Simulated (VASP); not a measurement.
# P in VASP: notebook, part 2 of 2

VASP 6.6.1.

### Step 5. Single point, PBEsol (volume scaled by 0.94)

Contents of INCAR:

```
PREC     = Accurate       # precision mode
ENCUT    = 520            # plane-wave cutoff, eV
EDIFF    = 1E-7           # SCF threshold, eV
ISMEAR   = -1             # smearing method
SIGMA    = 0.05           # smearing width, eV
LREAL    = False          # projectors in reciprocal space
LASPH    = True           # aspherical terms in the spheres
NELM     = 100            # most SCF steps
ALGO     = Normal         # electronic algorithm
ISIF     = 2              # what is computed and relaxed
LWAVE    = False          # write WAVECAR
LCHARG   = True           # write CHGCAR
GGA      = PS             # functional
LELF     = True           # ELF
LVHAR    = True         
NBANDS   = 18             # bands
```

Contents of KPOINTS:

```
regular mesh
0
Gamma
  8 1 6
```

Contents of POSCAR:

```
P
1.0
    3.2166940593      0.0000000000      0.0000000000
    0.0000000000     34.1454633489      0.0000000000
    0.0000000000      0.0000000000      4.5375258363
P
4
Direct
    0.5000000000      0.9702614300      0.9078492800
    0.5000000000      0.0297385700      0.0921507200
    0.0000000000      0.0297385700      0.4078492800
    0.0000000000      0.9702614300      0.5921507200
```

Potentials or basis: VASP PAW PBE potentials, release 64 (P).

Command:

```console
$ cat potpaw_PBE.64/P/POTCAR > POTCAR
$ mpirun -np 1 vasp_std > vasp.out
```

OUTCAR:

```text
PREC = Accurate
   ENCUT = 520
   EDIFF = 1E-7
   ISMEAR = -1
   LREAL = False
   LASPH = True
   NELM = 100
   ISIF = 2
   GGA = PS

 ion  position               nearest neighbor table
   1  0.500  0.970  0.908-   4 2.15   4 2.15   2 2.20
   2  0.500  0.030  0.092-   3 2.15   3 2.15   1 2.20
   3  0.000  0.030  0.408-   2 2.15   2 2.15   4 2.20
   4  0.000  0.970  0.592-   1 2.15   1 2.15   3 2.20

  LATTYP: Found a simple orthorhombic cell.
 ALAT       =     3.2166940593
 B/A-ratio  =     1.4106177811
 C/A-ratio  =    10.6150795567

  Lattice vectors:

 A1 = (  -3.2166940593,   0.0000000000,   0.0000000000)
 A2 = (   0.0000000000,   0.0000000000,   4.5375258363)
 A3 = (   0.0000000000,  34.1454633489,   0.0000000000)

Analysis of symmetry for initial positions (statically):
=====================================================================
 Subroutine PRICEL returns:
 Original cell was already a primitive cell.

 Routine SETGRP: Setting up the symmetry group for a
 simple orthorhombic supercell.

 Subroutine GETGRP returns: Found  8 space group operations
 (whereof  4 operations were pure point group operations)
 out of a pool of  8 trial point group operations.

The static configuration has the point symmetry C_2h.
 The point group associated with its full space group is D_2h.

Analysis of symmetry for dynamics (positions and initial velocities):
=====================================================================
 Subroutine PRICEL returns:
 Original cell was already a primitive cell.

 Routine SETGRP: Setting up the symmetry group for a
 simple orthorhombic supercell.

 Subroutine GETGRP returns: Found  8 space group operations
 (whereof  4 operations were pure point group operations)
 out of a pool of  8 trial point group operations.

The dynamic configuration has the point symmetry C_2h.
 The point group associated with its full space group is D_2h.

 Subroutine INISYM returns: Found  8 space group operations
 (whereof  4 operations are pure point group operations),
 and found     1 'primitive' translations

----------------------------------------------------------------------------------------

                                     Primitive cell

  volume of cell :     498.3815

  direct lattice vectors                    reciprocal lattice vectors
     3.216694059  0.000000000  0.000000000     0.310878182  0.000000000  0.000000000
     0.000000000 34.145463349  0.000000000     0.000000000  0.029286467  0.000000000
     0.000000000  0.000000000  4.537525836     0.000000000  0.000000000  0.220384420

  length of vectors
     3.216694059 34.145463349  4.537525836     0.310878182  0.029286467  0.220384420

  position of ions in fractional coordinates (direct lattice)
     0.500000000  0.970261430  0.907849280
     0.500000000  0.029738570  0.092150720
     0.000000000  0.029738570  0.407849280
     0.000000000  0.970261430  0.592150720

  ion indices of the primitive-cell ions
   primitive index   ion index
                 1           1
                 2           2
                 3           3
                 4           4

----------------------------------------------------------------------------------------

 KPOINTS: regular mesh

Automatic generation of k-mesh.
 Grid dimensions read from file:
 generate k-points for:    8    1    6

 Generating k-lattice:

  Cartesian coordinates                     Fractional coordinates (reciprocal lattice)
     0.038859773  0.000000000  0.000000000     0.125000000  0.000000000  0.000000000
     0.000000000  0.029286467  0.000000000     0.000000000  1.000000000  0.000000000
     0.000000000  0.000000000  0.036730737     0.000000000  0.000000000  0.166666667

  Length of vectors
     0.038859773  0.029286467  0.036730737

  Shift w.r.t. Gamma in fractional coordinates (k-lattice)
     0.000000000  0.000000000  0.000000000

 Subroutine IBZKPT returns following result:
 ===========================================

 Found     20 irreducible k-points:

 Following reciprocal coordinates:
            Coordinates               Weight
  0.000000  0.000000  0.000000      1.000000
  0.125000  0.000000  0.000000      2.000000
  0.250000  0.000000  0.000000      2.000000
  0.375000  0.000000  0.000000      2.000000
  0.500000  0.000000  0.000000      1.000000
  0.000000  0.000000  0.166667      2.000000
[... 12 lines left out ...]
  0.375000  0.000000  0.500000      2.000000
  0.500000  0.000000  0.500000      1.000000
   k-points           NKPTS =     20   k-points in BZ     NKDIM =     20   number of bands    NBANDS=     18
   number of dos      NEDOS =    301   number of ions     NIONS =      4
   total plane-waves  NPLWV = 221184
   dimension x,y,z NGX =    24 NGY =  256 NGZ =   36
   dimension x,y,z NGXF=    48 NGYF=  512 NGZF=   72
   ions per type =               4
   NGX,Y,Z   is equivalent  to a cutoff of  12.40, 12.46, 13.19 a.u.
   NGXF,Y,Z  is equivalent  to a cutoff of  24.81, 24.93, 26.38 a.u.
 SYSTEM =  unknown system
   PREC   = accura    normal or accurate (medium, high low for compatibility)
   ISTART =      0    job   : 0-new  1-cont  2-samecut
   ICHARG =      2    charge: 1-file 2-atom 10-const
   ISPIN  =      1    spin polarized calculation?
   LNONCOLLINEAR =      F non collinear calculations
   LSORBIT =      F    spin-orbit coupling
   LASPH  =      T    aspherical Exc in radial PAW
   ENCUT  =  520.0 eV  38.22 Ry    6.18 a.u.   5.98 63.49  8.44*2*pi/ulx,y,z
   NELM   =    100;   NELMIN=  2; NELMDL= -5     # of ELM steps
   EDIFF  = 0.1E-06   stopping-criterion for ELM
   LREAL  =      F    real-space projection
   EDIFFG = 0.1E-05   stopping-criterion for IOM
   NSW    =      0    number of steps for IOM
   IBRION =     -1    ionic relax: 0-MD 1-quasi-New 2-CG
   NFREE  =      0    steps in history (QN), initial steepest desc. (CG)
   ISIF   =      2    stress and relaxation
   ISYM   =      2    0-nonsym 1-usesym 2-fastsym
   POTIM  = 0.5000    time-step for ionic-motion
   TEBEG  =    0.0;   TEEND  =   0.0 temperature during run
   PSTRESS=    0.0 pullay stress
   NELECT =      20.0000    total number of electrons
   NUPDOWN=      -1.0000    fix difference up-down
   EMIN   =  10.00;   EMAX   =-10.00  energy-range for DOS
   EFERMI =   0.00;   METHOD = LEGACY
   ISMEAR =    -1;   SIGMA  =   0.05  broadening in eV -4-tet -1-fermi 0-gaus
   EFERMI_NEDOS =   21; number of points for ismear=-14 and -15
   IALGO  =     38    algorithm
   IMIX   =      4    mixing-type and parameters
     AMIX     =   0.40;   BMIX     =  1.00
     AMIX_MAG =   1.60;   BMIX_MAG =  1.00
  volume/ion in A,a.u.               =     124.60       840.81
  Fermi-wavevector in a.u.,A,eV,Ry     =   0.560485  1.059164  4.274185  0.314144
  Thomas-Fermi vector in A             =   1.596379
   LORBIT       =      0    0 simple, 1 ext, 2 COOP (PROOUT), +10 PAW based schemes
   GGA     = PS    functional components
   LHFCALC =     F    Hartree Fock is set to
   AEXX    =    0.0000 exact exchange contribution
   IVDW    =     0    specifies the selected vdW correction
   LEPSILON=     F    determine dielectric tensor
   LRPA    =     F    only Hartree local field effects (RPA)
 non-spin polarized calculation
  energy-cutoff  :      520.00
  volume of cell :      498.38
 maximum number of plane-waves:     13508
 NGX is ok and might be reduce to    24
   NGX = 11   NGY =127   NGZ = 17

 number of electron      19.9999998 magnetization

 Free energy of the ion-electron system (eV)
  ---------------------------------------------------
  ext. energy  EPLUGINS =         0.00000000
  ---------------------------------------------------
  free energy    TOTEN  =       -22.74647211 eV

  energy without entropy =      -22.74645742  energy(sigma->0) =      -22.74646477

 E-fermi :  -2.8487     XC(G=0):  -1.8143

 val. band max:       -3.2928794598   @ k =   0.1250   0.0000   0.0000
 cond. band min:      -2.4496957313   @ k =   0.0000   0.0000   0.0000
 fundamental gap:      0.8431837284
 Fermi energy:        -2.8487266060

 k-point     1 :       0.0000    0.0000    0.0000
  band No.  band energies     occupation
      1     -18.9740      2.00000
      2     -16.3027      2.00000
      3     -12.7577      2.00000
      4      -9.4400      2.00000
      5      -8.2883      2.00000
      6      -7.8224      2.00000
[... 397 lines left out ...]
      5      -8.6603      2.00000
      6      -8.6603      2.00000
[... 10 lines left out ...]
     17       3.2362      0.00000
     18       3.2362      0.00000

------------------------ aborting loop because EDIFF is reached ----------------------------------------

  FORCE on cell =-STRESS in cart. coord.  units (eV):
  Direction    XX          YY          ZZ          XY          YZ          ZX
  --------------------------------------------------------------------------------------
  -------------------------------------------------------------------------------------
  Total        2.8226506      1.9949359      2.3299945      0.0000000      0.0000000      0.0000000
  in kB        9.0741474      6.4132423      7.4903757      0.0000000      0.0000000      0.0000000
  external PRESSURE =       7.6592551 kB  Pullay stress =       0.0000000 kB

 VOLUME and BASIS-vectors are now :
 -----------------------------------------------------------------------------
  energy-cutoff  :      520.00
  volume of cell :      498.38
      direct lattice vectors                 reciprocal lattice vectors
     3.216694059  0.000000000  0.000000000     0.310878182  0.000000000  0.000000000
     0.000000000 34.145463349  0.000000000     0.000000000  0.029286467  0.000000000
     0.000000000  0.000000000  4.537525836     0.000000000  0.000000000  0.220384420

 POSITION                                       TOTAL-FORCE (eV/Angst)
 -----------------------------------------------------------------------------------
      1.60835     33.13003      4.11939        -0.000000     -0.495343      0.632936
      1.60835      1.01544      0.41814         0.000000      0.495343     -0.632936
      0.00000      1.01544      1.85063         0.000000      0.495343      0.632936
      0.00000     33.13003      2.68690         0.000000     -0.495343     -0.632936
 -----------------------------------------------------------------------------------
    total drift:                               -0.000000      0.000000     -0.000000

  FREE ENERGIE OF THE ION-ELECTRON SYSTEM (eV)
  ---------------------------------------------------
  free  energy   TOTEN  =       -22.7464721093 eV

  energy  without entropy=      -22.7464574210  energy(sigma->0) =      -22.74646477
```

Run time: 4.7 min. Hardware: 1 thread of Intel Xeon Platinum 8259CL at 2.50GHz (Skylake/Cascade Lake), shared host; peak memory 0.54 GiB.

Results:

| Property | Result |
| --- | --- |
| Free energy | -22.7465 eV |
| Largest force | 0.804 eV/Å |
| Band gap on the k mesh | 0.84 eV, indirect (least direct gap 0.87 eV) |

Forces on the atoms (eV/Å):
```
P    0.000 -0.495  0.633
P    0.000  0.495 -0.633
P    0.000  0.495  0.633
P    0.000 -0.495 -0.633
```

Caveat: the PAW data sets were made with another functional, which shifts forces and pressure a little.

### Step 6. Single point, PBEsol (volume scaled by 1.04)

Contents of INCAR:

```
  ALGO = Normal
  EDIFF = 1E-6
  ENCUT = 520
  GGA = PS
  ISIF = 2
  ISMEAR = -1
  LASPH = True
  LCHARG = True
  LELF = True
  LREAL = False
  LVHAR = True
  LWAVE = False
  NBANDS = 18
  NELM = 100
  PREC = Accurate
  SIGMA = 0.05
```

Contents of KPOINTS:

```
k-points
0
Gamma
  8 1 6
```

Contents of POSCAR:

```
P
1.0
    3.3269396191      0.0000000000      0.0000000000
    0.0000000000     35.3157287368      0.0000000000
    0.0000000000      0.0000000000      4.6930401832
P
4
Direct
    0.5000000000      0.9702614300      0.9078492800
    0.5000000000      0.0297385700      0.0921507200
    0.0000000000      0.0297385700      0.4078492800
    0.0000000000      0.9702614300      0.5921507200
```

Potentials or basis: VASP PAW PBE potentials, release 64 (P).

Command:

```console
$ cat potpaw_PBE.64/P/POTCAR > POTCAR
$ mpirun -np 1 vasp_std > vasp.out
```

OUTCAR:

```text
EDIFF = 1E-6
   ENCUT = 520
   GGA = PS
   ISIF = 2
   ISMEAR = -1
   LASPH = True
   LREAL = False
   NELM = 100
   PREC = Accurate

 ion  position               nearest neighbor table
   1  0.500  0.970  0.908-   4 2.23   4 2.23   2 2.27
   2  0.500  0.030  0.092-   3 2.23   3 2.23   1 2.27
   3  0.000  0.030  0.408-   2 2.23   2 2.23   4 2.27
   4  0.000  0.970  0.592-   1 2.23   1 2.23   3 2.27

  LATTYP: Found a simple orthorhombic cell.
 ALAT       =     3.3269396191
 B/A-ratio  =     1.4106177811
 C/A-ratio  =    10.6150795566

  Lattice vectors:

 A1 = (  -3.3269396191,   0.0000000000,   0.0000000000)
 A2 = (   0.0000000000,   0.0000000000,   4.6930401832)
 A3 = (   0.0000000000,  35.3157287368,   0.0000000000)

Analysis of symmetry for initial positions (statically):
=====================================================================
 Subroutine PRICEL returns:
 Original cell was already a primitive cell.

 Routine SETGRP: Setting up the symmetry group for a
 simple orthorhombic supercell.

 Subroutine GETGRP returns: Found  8 space group operations
 (whereof  4 operations were pure point group operations)
 out of a pool of  8 trial point group operations.

The static configuration has the point symmetry C_2h.
 The point group associated with its full space group is D_2h.

Analysis of symmetry for dynamics (positions and initial velocities):
=====================================================================
 Subroutine PRICEL returns:
 Original cell was already a primitive cell.

 Routine SETGRP: Setting up the symmetry group for a
 simple orthorhombic supercell.

 Subroutine GETGRP returns: Found  8 space group operations
 (whereof  4 operations were pure point group operations)
[... 117 lines left out ...]
   ISMEAR =    -1;   SIGMA  =   0.05  broadening in eV -4-tet -1-fermi 0-gaus
   EFERMI_NEDOS =   21; number of points for ismear=-14 and -15
   IALGO  =     38    algorithm
   IMIX   =      4    mixing-type and parameters
     AMIX     =   0.40;   BMIX     =  1.00
     AMIX_MAG =   1.60;   BMIX_MAG =  1.00
  volume/ion in A,a.u.               =     137.85       930.26
  Fermi-wavevector in a.u.,A,eV,Ry     =   0.541912  1.024066  3.995609  0.293669
  Thomas-Fermi vector in A             =   1.569706
   LORBIT       =      0    0 simple, 1 ext, 2 COOP (PROOUT), +10 PAW based schemes
   GGA     = PS    functional components
   LHFCALC =     F    Hartree Fock is set to
   AEXX    =    0.0000 exact exchange contribution
   IVDW    =     0    specifies the selected vdW correction
   LEPSILON=     F    determine dielectric tensor
   LRPA    =     F    only Hartree local field effects (RPA)
 non-spin polarized calculation
  energy-cutoff  :      520.00
  volume of cell :      551.40
 maximum number of plane-waves:     14906
 NGX is ok and might be reduce to    28
   NGX = 13   NGY =131   NGZ = 17

 number of electron      19.9999999 magnetization

 Free energy of the ion-electron system (eV)
  ---------------------------------------------------
  ext. energy  EPLUGINS =         0.00000000
  ---------------------------------------------------
  free energy    TOTEN  =       -22.78129851 eV

  energy without entropy =      -22.78129244  energy(sigma->0) =      -22.78129548

 E-fermi :  -3.0764     XC(G=0):  -1.7403

 val. band max:       -3.5471693402   @ k =   0.0000   0.0000   0.0000
 cond. band min:      -2.6266172957   @ k =   0.0000   0.0000   0.0000
 fundamental gap:      0.9205520445
 Fermi energy:        -3.0764453354

 k-point     1 :       0.0000    0.0000    0.0000
  band No.  band energies     occupation
      1     -18.3845      2.00000
      2     -15.9939      2.00000
      3     -12.7223      2.00000
      4      -9.1601      2.00000
      5      -8.2982      2.00000
      6      -7.9695      2.00000
[... 397 lines left out ...]
      5      -8.4553      2.00000
      6      -8.4553      2.00000
[... 10 lines left out ...]
     17       2.9349      0.00000
     18       2.9349      0.00000

------------------------ aborting loop because EDIFF is reached ----------------------------------------

  FORCE on cell =-STRESS in cart. coord.  units (eV):
  Direction    XX          YY          ZZ          XY          YZ          ZX
  --------------------------------------------------------------------------------------
  -------------------------------------------------------------------------------------
  Total       -2.2930781     -0.8712835     -1.5336304      0.0000000     -0.0000000      0.0000000
  in kB       -6.6628812     -2.5316443     -4.4561924      0.0000000     -0.0000000      0.0000000
  external PRESSURE =      -4.5502393 kB  Pullay stress =       0.0000000 kB

 VOLUME and BASIS-vectors are now :
 -----------------------------------------------------------------------------
  energy-cutoff  :      520.00
  volume of cell :      551.40
      direct lattice vectors                 reciprocal lattice vectors
     3.326939619  0.000000000  0.000000000     0.300576540  0.000000000  0.000000000
     0.000000000 35.315728737  0.000000000     0.000000000  0.028315995  0.000000000
     0.000000000  0.000000000  4.693040183     0.000000000  0.000000000  0.213081491

 POSITION                                       TOTAL-FORCE (eV/Angst)
 -----------------------------------------------------------------------------------
      1.66347     34.26549      4.26057         0.000000      0.204040      0.040900
      1.66347      1.05024      0.43247         0.000000     -0.204040     -0.040900
      0.00000      1.05024      1.91405         0.000000     -0.204040      0.040900
      0.00000     34.26549      2.77899         0.000000      0.204040     -0.040900
 -----------------------------------------------------------------------------------
    total drift:                                0.000000      0.000000     -0.000000

  FREE ENERGIE OF THE ION-ELECTRON SYSTEM (eV)
  ---------------------------------------------------
  free  energy   TOTEN  =       -22.7812985079 eV

  energy  without entropy=      -22.7812924439  energy(sigma->0) =      -22.78129548
```

Run time: 4.9 min. Hardware: 1 thread of Intel Xeon Platinum 8259CL at 2.50GHz (Skylake/Cascade Lake), shared host; peak memory 0.62 GiB.

Results:

| Item | Value |
| --- | --- |
| Free energy | -22.7813 eV |
| Largest force | 0.208 eV/Å |
| Band gap on the k mesh | 0.92 eV, direct |

Forces in eV/Å, atoms in the order of the input:
```
P    0.000  0.204  0.041
P    0.000 -0.204 -0.041
P    0.000 -0.204  0.041
P    0.000  0.204 -0.041
```

Levels at points of the mesh, in eV from the valence-band top:
| k point | band 6 | band 7 | band 8 | band 9 | band 10 | band 11 | band 12 | band 13 | band 14 | band 15 |
| --- | --- | --- | --- | --- | --- | --- | --- | --- | --- | --- |
| (0.00, 0.00, 0.00) | -4.42 | -3.37 | -1.84 | -1.57 | 0.00 | 0.92 | 1.47 | 2.47 | 3.19 | 4.47 |
| (0.50, 0.00, 0.00) | -4.97 | -2.70 | -2.70 | -1.95 | -1.95 | 1.15 | 1.15 | 2.21 | 2.21 | 3.73 |
| (0.00, 0.00, 0.50) | -2.86 | -2.61 | -2.61 | -1.37 | -1.37 | 1.92 | 1.92 | 3.63 | 3.63 | 3.64 |
| (0.50, 0.00, 0.50) | -4.91 | -4.50 | -4.50 | -1.07 | -1.07 | 2.28 | 2.28 | 3.68 | 3.68 | 5.14 |

Caveat: the PAW data sets were made with another functional, which shifts forces and pressure a little.

### Step 7. Overview

```tsv
cell	gap on the mesh (eV)	largest force (eV/Å)
a = 3.239, b = 34.386, c = 4.569 Å, 4 atoms	0.87	0.60
a = 3.262, b = 34.623, c = 4.601 Å, 4 atoms	0.89	0.41
a = 3.348, b = 35.541, c = 4.723 Å, 4 atoms	0.93	0.32
a = 3.217, b = 34.145, c = 4.538 Å, 4 atoms	0.84	0.80
a = 3.327, b = 35.316, c = 4.693 Å, 4 atoms	0.92	0.21
```

Alike in all rows: task single point; level PBEsol; potentials or basis VASP PAW PBE potentials, release 64 (P); no spin polarisation; k mesh 8 × 1 × 6; cutoff (eV) 520; smearing fermi-dirac 0.05 eV.

Caveats: the PAW data sets were made with another functional, which shifts forces and pressure a little.

Total energies depend on the potentials used, so only differences within one code and one set of settings carry meaning.
